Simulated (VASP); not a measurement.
Here is a VASP 6.6.1 calculation.

INCAR

```
SYSTEM = MgC
  PREC = Accurate
  ENCUT = 520
  EDIFF = 1E-6
  ISMEAR = 0
  SIGMA = 0.1
  LREAL = .False.
  LASPH = .True.
  NELM = 100
  ALGO = Normal
  ISIF = 2
  LWAVE = .False.
  LCHARG = .False.
  GGA = PE
  NBANDS = 22
```

File KPOINTS:

```
regular mesh
0
Gamma
  8 6 4
  0 0 0
```

File POSCAR:

```
MgC
1.0
    0.0000000000      0.0000000000      2.7206796699
    1.8436608085     -4.1491393363      0.0000000000
    5.5309824255      4.1491393363      0.0000000000
Mg C
4 4
Direct
    0.2500000000      0.7806334507      0.0731221831
    0.2500000000      0.2806334507      0.5731221831
    0.7500000000      0.7193665493      0.4268778169
    0.7500000000      0.2193665493      0.9268778169
    0.2500000000      0.3312379897      0.2229206701
    0.2500000000      0.8312379897      0.7229206701
    0.7500000000      0.1687620103      0.2770793299
    0.7500000000      0.6687620103      0.7770793299
```

Potentials or basis: VASP PAW PBE potentials, release 64 (Mg, C).

Run with:

```bash
$ cat potpaw_PBE.64/Mg/POTCAR potpaw_PBE.64/C/POTCAR > POTCAR
$ mpirun -np 1 vasp_std > vasp.out
```

**Question.** Estimate the largest force.

**Answer.** 0.055 eV/Å.

**Question.** Predict the band gap on the k mesh.

**Answer.** Zero (bands 12 and 13 overlap by 0.24 eV).

Forces in eV/Å, atoms in the order of the input:
```
Mg  -0.005  0.013  0.000
Mg  -0.005  0.013  0.000
Mg   0.005 -0.013  0.000
Mg   0.005 -0.013  0.000
C    0.017 -0.052  0.000
C    0.017 -0.052  0.000
C   -0.017  0.052  0.000
C   -0.017  0.052  0.000
```
